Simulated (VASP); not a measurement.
Set up this calculation in VASP 6.6.1, as the native input.

```yaml
Task: single point
Functional: r2SCAN
Potentials_or_basis: VASP PAW PBE potentials, release 64 (Zn, S)
Cutoff: 520 eV
k_mesh: 8 × 8 × 8
Occupations: gaussian, width 0.05 eV
Spin: no spin polarisation
Dipole_correction: no
Further_INCAR_settings: ALGO = Normal; EDIFF = 1e-06; NBANDS = 16
```

ZnS:

```
Zn S
1.0
     0.00000    2.74522    2.78579
     2.74522    0.00000    2.78579
     2.74522    2.74522    0.00000
Zn S
1 1
Direct
  0.00000 0.00000 0.00000
  0.75000 0.75000 0.75000
```

This cell differs from its parent crystal: strain +0.015 along x and y, +0.030 along z.

The input as run:

POSCAR

```
ZnS
1.0
    0.0000000000      2.7452197500      2.7857895000
    2.7452197500      0.0000000000      2.7857895000
    2.7452197500      2.7452197500      0.0000000000
Zn S
1 1
Direct
    0.0000000000      0.0000000000      0.0000000000
    0.7500000000      0.7500000000      0.7500000000
```

INCAR.step1

```
SYSTEM = ZnS
ALGO = Normal ; EDIFF = 1E-4
ENCUT = 520 ; GGA = PE
ISMEAR = 0 ; LASPH = .TRUE.
LCHARG = .FALSE. ; LREAL = .FALSE.
LWAVE = .TRUE. ; NBANDS = 16
NELM = 100 ; PREC = Accurate
SIGMA = 0.05
```

INCAR.step2

```
SYSTEM = ZnS
ALGO = Normal ; EDIFF = 1E-6
ENCUT = 520 ; ISIF = 2
ISMEAR = 0 ; ISTART = 1
LASPH = .TRUE. ; LCHARG = .TRUE.
LELF = .TRUE. ; LMIXTAU = .TRUE.
LREAL = .FALSE. ; LVHAR = .TRUE.
LWAVE = .FALSE. ; METAGGA = R2SCAN
NBANDS = 16 ; NELM = 100
PREC = Accurate ; SIGMA = 0.05
```

KPOINTS

```
k-points
0
G
  8 8 8
  0 0 0
```

Potentials or basis: VASP PAW PBE potentials, release 64 (Zn, S).

Run with:

```sh
$ cat potpaw_PBE.64/Zn/POTCAR potpaw_PBE.64/S/POTCAR > POTCAR
$ cp INCAR.step1 INCAR
$ mpirun -np 1 vasp_std > vasp.out
$ cp INCAR.step2 INCAR
$ mpirun -np 1 vasp_std > vasp.out
```

It gave:

```
Pressure               : -4.7 GPa
Band gap on the k mesh : 2.37 eV, direct
```

Caveat: the cell differs from its parent crystal (strain +0.015 along x and y, +0.030 along z); the PAW data sets were made with another functional, which shifts forces and pressure a little.

It took 4.1 min on 1 thread of AMD EPYC 7R43 64-Core Processor (Zen 3), on a shared host, peak memory 0.15 GiB.
